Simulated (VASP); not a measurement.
Input of a VASP 6.6.1 run:

Contents of INCAR:

```
SYSTEM = La2AlF
ALGO = Normal
EDIFF = 1E-6
EDIFFG = -0.04
ENCUT = 600
GGA = PE
IBRION = 2
ISIF = 3
ISMEAR = 0
LASPH = .TRUE.
LCHARG = .FALSE.
LREAL = .FALSE.
LWAVE = .FALSE.
NELM = 100
NSW = 90
PREC = Accurate
SIGMA = 0.1
```

KPOINTS

```
k-points
0
G
  4 4 4
  0 0 0
```

POSCAR

```
La2AlF
1.0
    4.0758968800      0.0000000000      0.0000000000
    0.0000000000      4.0758968800      0.0000000000
    0.0000000000      0.0000000000      5.5620290700
La Al F
2 1 1
Direct
    0.0000000000      0.0000000000      0.5000000000
    0.5000000000      0.5000000000      0.0000000000
    0.0000000000      0.0000000000      0.0000000000
    0.5000000000      0.5000000000      0.5000000000
```

Potentials or basis: VASP PAW PBE potentials, release 64 (La, Al, F).

Run with:

```console
$ cat potpaw_PBE.64/La/POTCAR potpaw_PBE.64/Al/POTCAR potpaw_PBE.64/F/POTCAR > POTCAR
$ mpirun -np 1 vasp_std > vasp.out
```

Problem. Estimate the space group after relaxing (to 0.05 Å).

Solution. P4/mmm (No. 123).

Problem. Estimate the band gap on the k mesh.

Solution. Zero (band 16 reaches 7.19 eV, above the bottom of band 17 at 6.46 eV).

Problem. Predict the relaxed volume.

Solution. 27.10 Å³/atom.

Problem. Estimate the relaxed cell.

Solution. a = 4.262 Å, b = 4.262 Å, c = 5.968 Å, α = 90.00°, β = 90.00°, γ = 90.00°.

Stress tensor (GPa, compression positive):
```
 0.03  0.00  0.00
 0.00  0.03  0.00
 0.00  0.00 -0.15
```

Caveat: the k points lie up to 0.37 Å⁻¹ apart in the final cell; the volume moved by over 15 % at a fixed basis, so the end points are rough; spin-orbit coupling is left out, which moves the levels of the heavy elements.
